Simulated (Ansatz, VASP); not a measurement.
# One calculation of Sr, two programs

POSCAR

```
Sr
1.0
    0.0000000000      3.0624986004      3.0624986004
    3.0624986004      0.0000000000      3.0624986004
    3.0624986004      3.0624986004      0.0000000000
Sr
1
Direct
    0.0000000000      0.0000000000      0.0000000000
```

The input INCAR.step1:

```
SYSTEM = Sr
PREC = Accurate
ENCUT = 520
ISMEAR = -1
SIGMA = 0.05
LREAL = .FALSE.
LASPH = .TRUE.
NELM = 80
NBANDS = 11
GGA = PE
ALGO = Normal
EDIFF = 1E-4
LWAVE = .TRUE.
LCHARG = .FALSE.
```

Contents of INCAR.step2:

```
SYSTEM = Sr
PREC = Accurate
ENCUT = 520
EDIFF = 1E-6
ISMEAR = -1
SIGMA = 0.05
LREAL = .FALSE.
LASPH = .TRUE.
NELM = 80
ALGO = Normal
ISIF = 2
LWAVE = .FALSE.
LCHARG = .TRUE.
METAGGA = R2SCAN
LMIXTAU = .TRUE.
LELF = .TRUE.
LVHAR = .TRUE.
NBANDS = 11
ISTART = 1
```

KPOINTS

```
regular mesh
0
G
  8 8 8
  0 0 0
```

input.yaml

```yaml
crystal:
  lattice:
    - [0.0, 3.0624986004, 3.0624986004]
    - [3.0624986004, 0.0, 3.0624986004]
    - [3.0624986004, 3.0624986004, 0.0]
  atoms:
    - { symbol: Sr, position: [0.0, 0.0, 0.0] }
hamiltonian:
  xc: r2scan
  pseudopotentials: { kind: paw }
kpoints:
  mp_grid: { grid: [8, 8, 8] }
scf:
  occupations: { method: fermi_dirac, width: 0.05 }
output:
  forces: true
  stress: true
  eigenvalues: true
  write_density: true
  write_potential: true
  elf: true
  volumetric_format: npy
```

Alike in both runs: task single point; functional r2SCAN; k mesh 8 × 8 × 8; occupations fermi-dirac, width 0.05 eV; no spin polarisation.

|  | VASP | Ansatz |
| --- | --- | --- |
| version | VASP 6.6.1 | Ansatz 0.2.0 |
| potentials or method | VASP PAW PBE potentials, release 64 (Sr_sv) | Ansatz PAW |
| plane-wave cutoff (eV) | 520 | 500 |
| valence electrons in the cell | 10 | 10 |

```csv
,VASP,Ansatz,Ansatz less VASP
gap on the k mesh at the Fermi level (eV),none,none,-
pressure (GPa),-0.1,-0.2,-0.01
```

VASP's potentials were made for PBE, not for r2SCAN. A gap of «none» marks a metal or a gap that the smearing closes. With one functional, cell and mesh, what is left measures potentials, basis and numerics.
